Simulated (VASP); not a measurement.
# MgS (Pm-3m) in VASP: single point with PBE

Aim: the single point of MgS with PBE.

All numbers are computed with VASP 6.6.1; they aren't measurements. Logs are shortened: lines on timing, memory, paths and dates and some standing lists are left out, and cuts for length are marked.

## Step 1: The cell of the first run

Symmetry: Pm-3m, No. 221, cubic system. Conventional cell: a = 3.263 Å, b = 3.263 Å, c = 3.263 Å, α = 90.00°, β = 90.00°, γ = 90.00°. Within 3.7 Å of Mg (site symmetry m-3m) lie 8 S at 2.83 Å and 6 Mg at 3.26 Å. Within 3.7 Å of S (site symmetry m-3m) lie 8 Mg at 2.83 Å and 6 S at 3.26 Å.

## Step 2: Single point, PBE

The input, INCAR:

```
ALGO = Normal
EDIFF = 1E-7
ENCUT = 520
GGA = PE
ISIF = 2
ISMEAR = -1
LASPH = T
LCHARG = F
LREAL = F
LWAVE = F
NBANDS = 11
NELM = 80
PREC = Accurate
SIGMA = 0.02
```

The input, KPOINTS:

```
k-points
0
Gamma
  6 6 6
```

The input, POSCAR:

```
MgS
1.0
    3.2628174072      0.0000000000      0.0000000000
    0.0000000000      3.2628174072      0.0000000000
    0.0000000000      0.0000000000      3.2628174072
Mg S
1 1
Direct
    0.0000000000      0.0000000000      0.0000000000
    0.5000000000      0.5000000000      0.5000000000
```

Potentials or basis: VASP PAW PBE potentials, release 64 (Mg, S).

Started as:

```bash
> cat potpaw_PBE.64/Mg/POTCAR potpaw_PBE.64/S/POTCAR > POTCAR
> mpirun -np 1 vasp_std > vasp.out
```

OUTCAR:

```text
EDIFF = 1E-7
   ENCUT = 520
   GGA = PE
   ISIF = 2
   ISMEAR = -1
   LASPH = T
   LREAL = F
   NELM = 80
   PREC = Accurate

 ion  position               nearest neighbor table
   1  0.000  0.000  0.000-   2 2.83   2 2.83   2 2.83   2 2.83   2 2.83   2 2.83   2 2.83   2 2.83

   2  0.500  0.500  0.500-   1 2.83   1 2.83   1 2.83   1 2.83   1 2.83   1 2.83   1 2.83   1 2.83

  LATTYP: Found a simple cubic cell.
 ALAT       =     3.2628174072

  Lattice vectors:

 A1 = (   3.2628174072,   0.0000000000,   0.0000000000)
 A2 = (   0.0000000000,   3.2628174072,   0.0000000000)
 A3 = (   0.0000000000,   0.0000000000,   3.2628174072)

Analysis of symmetry for initial positions (statically):
=====================================================================
 Subroutine PRICEL returns:
 Original cell was already a primitive cell.

 Routine SETGRP: Setting up the symmetry group for a
 simple cubic supercell.

 Subroutine GETGRP returns: Found 48 space group operations
 (whereof 48 operations were pure point group operations)
 out of a pool of 48 trial point group operations.

The static configuration has the point symmetry O_h .

Analysis of symmetry for dynamics (positions and initial velocities):
=====================================================================
 Subroutine PRICEL returns:
 Original cell was already a primitive cell.

 Routine SETGRP: Setting up the symmetry group for a
 simple cubic supercell.

 Subroutine GETGRP returns: Found 48 space group operations
 (whereof 48 operations were pure point group operations)
 out of a pool of 48 trial point group operations.

The dynamic configuration has the point symmetry O_h .

 Subroutine INISYM returns: Found 48 space group operations
 (whereof 48 operations are pure point group operations),
 and found     1 'primitive' translations

----------------------------------------------------------------------------------------

                                     Primitive cell

  volume of cell :      34.7359

  direct lattice vectors                    reciprocal lattice vectors
     3.262817407  0.000000000  0.000000000     0.306483592  0.000000000  0.000000000
     0.000000000  3.262817407  0.000000000     0.000000000  0.306483592  0.000000000
     0.000000000  0.000000000  3.262817407     0.000000000  0.000000000  0.306483592

  length of vectors
     3.262817407  3.262817407  3.262817407     0.306483592  0.306483592  0.306483592

  position of ions in fractional coordinates (direct lattice)
     0.000000000  0.000000000  0.000000000
     0.500000000  0.500000000  0.500000000

  ion indices of the primitive-cell ions
   primitive index   ion index
                 1           1
                 2           2

----------------------------------------------------------------------------------------

 KPOINTS: k-points

Automatic generation of k-mesh.
 Grid dimensions read from file:
 generate k-points for:    6    6    6

 Generating k-lattice:

  Cartesian coordinates                     Fractional coordinates (reciprocal lattice)
     0.051080599  0.000000000  0.000000000     0.166666667  0.000000000  0.000000000
     0.000000000  0.051080599  0.000000000     0.000000000  0.166666667  0.000000000
     0.000000000  0.000000000  0.051080599     0.000000000  0.000000000  0.166666667

  Length of vectors
     0.051080599  0.051080599  0.051080599

  Shift w.r.t. Gamma in fractional coordinates (k-lattice)
     0.000000000  0.000000000  0.000000000

 Subroutine IBZKPT returns following result:
 ===========================================

 Found     20 irreducible k-points:

 Following reciprocal coordinates:
            Coordinates               Weight
  0.000000  0.000000  0.000000      1.000000
  0.166667  0.000000  0.000000      6.000000
  0.333333  0.000000  0.000000      6.000000
  0.500000  0.000000  0.000000      3.000000
  0.166667  0.166667  0.000000     12.000000
  0.333333  0.166667  0.000000     24.000000
[... 12 lines left out ...]
  0.500000  0.500000  0.333333      6.000000
  0.500000  0.500000  0.500000      1.000000
   k-points           NKPTS =     20   k-points in BZ     NKDIM =     20   number of bands    NBANDS=     11
   number of dos      NEDOS =    301   number of ions     NIONS =      2
   total plane-waves  NPLWV =  13824
   dimension x,y,z NGX =    24 NGY =   24 NGZ =   24
   dimension x,y,z NGXF=    48 NGYF=   48 NGZF=   48
   ions per type =               1   1
   NGX,Y,Z   is equivalent  to a cutoff of  12.23, 12.23, 12.23 a.u.
   NGXF,Y,Z  is equivalent  to a cutoff of  24.46, 24.46, 24.46 a.u.
 SYSTEM =  unknown system
   PREC   = accura    normal or accurate (medium, high low for compatibility)
   ISTART =      0    job   : 0-new  1-cont  2-samecut
   ICHARG =      2    charge: 1-file 2-atom 10-const
   ISPIN  =      1    spin polarized calculation?
   LNONCOLLINEAR =      F non collinear calculations
   LSORBIT =      F    spin-orbit coupling
   LASPH  =      T    aspherical Exc in radial PAW
   ENCUT  =  520.0 eV  38.22 Ry    6.18 a.u.   6.07  6.07  6.07*2*pi/ulx,y,z
   NELM   =     80;   NELMIN=  2; NELMDL= -5     # of ELM steps
   EDIFF  = 0.1E-06   stopping-criterion for ELM
   LREAL  =      F    real-space projection
   EDIFFG = 0.1E-05   stopping-criterion for IOM
   NSW    =      0    number of steps for IOM
   IBRION =     -1    ionic relax: 0-MD 1-quasi-New 2-CG
   NFREE  =      0    steps in history (QN), initial steepest desc. (CG)
   ISIF   =      2    stress and relaxation
   ISYM   =      2    0-nonsym 1-usesym 2-fastsym
   POTIM  = 0.5000    time-step for ionic-motion
   TEBEG  =    0.0;   TEEND  =   0.0 temperature during run
   PSTRESS=    0.0 pullay stress
   NELECT =       8.0000    total number of electrons
   NUPDOWN=      -1.0000    fix difference up-down
   EMIN   =  10.00;   EMAX   =-10.00  energy-range for DOS
   EFERMI =   0.00;   METHOD = LEGACY
   ISMEAR =    -1;   SIGMA  =   0.02  broadening in eV -4-tet -1-fermi 0-gaus
   EFERMI_NEDOS =   21; number of points for ismear=-14 and -15
   IALGO  =     38    algorithm
   IMIX   =      4    mixing-type and parameters
     AMIX     =   0.40;   BMIX     =  1.00
     AMIX_MAG =   1.60;   BMIX_MAG =  1.00
  volume/ion in A,a.u.               =      17.37       117.20
  Fermi-wavevector in a.u.,A,eV,Ry     =   1.003488  1.896317 13.700898  1.006988
  Thomas-Fermi vector in A             =   2.136043
   LORBIT       =      0    0 simple, 1 ext, 2 COOP (PROOUT), +10 PAW based schemes
   GGA     = PE    functional components
   LHFCALC =     F    Hartree Fock is set to
   AEXX    =    0.0000 exact exchange contribution
   IVDW    =     0    specifies the selected vdW correction
   LEPSILON=     F    determine dielectric tensor
   LRPA    =     F    only Hartree local field effects (RPA)
 non-spin polarized calculation
  energy-cutoff  :      520.00
  volume of cell :       34.74
 maximum number of plane-waves:       968
   NGX = 13   NGY = 13   NGZ = 13

 number of electron       7.9999996 magnetization

 Free energy of the ion-electron system (eV)
  ---------------------------------------------------
  ext. energy  EPLUGINS =         0.00000000
  ---------------------------------------------------
  free energy    TOTEN  =        -7.25071918 eV

  energy without entropy =       -7.24863159  energy(sigma->0) =       -7.24967538

 E-fermi :   5.3842     XC(G=0):  -9.8575

 val. band max:        5.3786158274   @ k =   0.5000   0.5000   0.1667
 cond. band min:       5.5706032221   @ k =   0.5000   0.5000   0.0000
 fundamental gap:      0.1919873947
 Fermi energy:         5.3841910013

 k-point     1 :       0.0000    0.0000    0.0000
  band No.  band energies     occupation
      1      -8.5930      2.00000
      2       4.0985      2.00000
      3       4.0985      2.00000
      4       4.0985      2.00000
      5       6.2744      0.00000
      6       9.8090      0.00000
      7       9.8090      0.00000
      8      17.9493      0.00000
      9      17.9493      0.00000
     10      17.9493      0.00000
     11      18.7062      0.00000

 k-point     2 :       0.1667    0.0000    0.0000
  band No.  band energies     occupation
      1      -8.3562      2.00000
      2       2.0831      2.00000
      3       4.2618      2.00000
      4       4.2618      2.00000
      5       7.3398      0.00000
      6      10.1844      0.00000
      7      11.3794      0.00000
      8      15.7647      0.00000
      9      15.7647      0.00000
     10      17.0998      0.00000
     11      19.0150      0.00000

 k-point     3 :       0.3333    0.0000    0.0000
  band No.  band energies     occupation
      1      -7.7830      2.00000
      2      -0.2547      2.00000
      3       4.6325      2.00000
      4       4.6325      2.00000
      5       8.4854      0.00000
      6      11.2900      0.00000
      7      12.4303      0.00000
      8      13.6901      0.00000
      9      13.6901      0.00000
     10      16.0583      0.00000
     11      18.2586      0.00000

 k-point     4 :       0.5000    0.0000    0.0000
  band No.  band energies     occupation
      1      -7.4158      2.00000
      2      -1.2474      2.00000
      3       4.8476      2.00000
      4       4.8476      2.00000
      5       9.2955      0.00000
      6      11.6823      0.00000
      7      12.6178      0.00000
      8      12.8736      0.00000
      9      12.8736      0.00000
     10      13.9891      0.00000
     11      20.4791      0.00000
[... 183 lines left out ...]
 k-point    18 :       0.5000    0.3333    0.3333
  band No.  band energies     occupation
      1      -6.0939      2.00000
      2       0.7750      2.00000
      3       1.9342      2.00000
      4       2.2307      2.00000
      5       7.2041      0.00000
      6       7.7808      0.00000
      7       9.1582      0.00000
      8      13.4743      0.00000
      9      18.0570      0.00000
     10      18.7479      0.00000
     11      20.1098      0.00000

 k-point    19 :       0.5000    0.5000    0.3333
  band No.  band energies     occupation
      1      -5.8226      2.00000
      2       1.2477      2.00000
      3       1.2477      2.00000
      4       2.4616      2.00000
      5       6.3199      0.00000
      6       8.1682      0.00000
      7       8.1682      0.00000
      8      12.1861      0.00000
      9      18.8637      0.00000
     10      20.7999      0.00000
     11      20.7999      0.00000

 k-point    20 :       0.5000    0.5000    0.5000
  band No.  band energies     occupation
      1      -5.5614      2.00000
      2       1.6586      2.00000
      3       1.6586      2.00000
      4       1.6586      2.00000
      5       7.0867      0.00000
      6       7.0867      0.00000
      7       7.0867      0.00000
      8      10.7580      0.00000
      9      21.8973      0.00000
     10      21.8973      0.00000
     11      21.8973      0.00000

------------------------ aborting loop because EDIFF is reached ----------------------------------------

  FORCE on cell =-STRESS in cart. coord.  units (eV):
  Direction    XX          YY          ZZ          XY          YZ          ZX
  --------------------------------------------------------------------------------------
  -------------------------------------------------------------------------------------
  Total        0.0733478      0.0733478      0.0733478      0.0000000     -0.0000000     -0.0000000
  in kB        3.3831372      3.3831372      3.3831372      0.0000000     -0.0000000     -0.0000000
  external PRESSURE =       3.3831372 kB  Pullay stress =       0.0000000 kB

 VOLUME and BASIS-vectors are now :
 -----------------------------------------------------------------------------
  energy-cutoff  :      520.00
  volume of cell :       34.74
      direct lattice vectors                 reciprocal lattice vectors
     3.262817407  0.000000000  0.000000000     0.306483592  0.000000000  0.000000000
     0.000000000  3.262817407  0.000000000     0.000000000  0.306483592  0.000000000
     0.000000000  0.000000000  3.262817407     0.000000000  0.000000000  0.306483592

 POSITION                                       TOTAL-FORCE (eV/Angst)
 -----------------------------------------------------------------------------------
      0.00000      0.00000      0.00000         0.000000      0.000000      0.000000
      1.63141      1.63141      1.63141         0.000000      0.000000      0.000000
 -----------------------------------------------------------------------------------
    total drift:                               -0.000000     -0.000000     -0.000000

  FREE ENERGIE OF THE ION-ELECTRON SYSTEM (eV)
  ---------------------------------------------------
  free  energy   TOTEN  =        -7.2507191783 eV

  energy  without entropy=       -7.2486315912  energy(sigma->0) =       -7.24967538
```

It took 5.2 s on 1 thread of AMD EPYC 9R45 (Zen 5), shared host; peak memory 0.11 GiB.

What came out:

* Free energy: -7.2507 eV
* Pressure: 0.3 GPa
